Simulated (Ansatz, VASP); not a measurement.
**Sn: VASP beside Ansatz**

```
Sn
1.0
    -1.66644    1.70779    2.18280
     1.79387   -1.85892    2.39165
     1.69371    1.88544   -2.29756
Sn
1
Direct
  0.00000 0.00000 0.00000
```

Change from the starting cell: cell sheared at random, sigma 0.06, atoms nudged by 0.01 Å.

Alike in both runs: task relaxation of cell and atoms; functional revPBE; dispersion D4; k mesh 10 × 9 × 10; occupations fermi-dirac, width 0.05 eV; no spin polarisation.

```csv
,VASP,Ansatz
version,VASP 6.6.1,Ansatz 0.2.0
potentials or method,"VASP PAW PBE potentials, release 64 (Sn_d)",Ansatz PAW
plane-wave cutoff (eV),600,420
valence electrons in the cell,14,14
```

```csv
,VASP,Ansatz,Ansatz less VASP
"gap on the k mesh at the Fermi level, each at its own relaxed structure (eV)",none,none,-
relaxed volume (Å³/atom),26.48,26.49,+0.013
relaxed length of the cell vector where the two differ most in proportion (Å),3.314,3.325,+0.0113
```

VASP's potentials were made for PBE, not for revPBE. A gap of «none» marks a metal or a gap that the smearing closes.

Noted on Ansatz's run: the plane-wave basis is chosen anew once the cell has moved, so the energies of steps on either side of that aren't comparable.
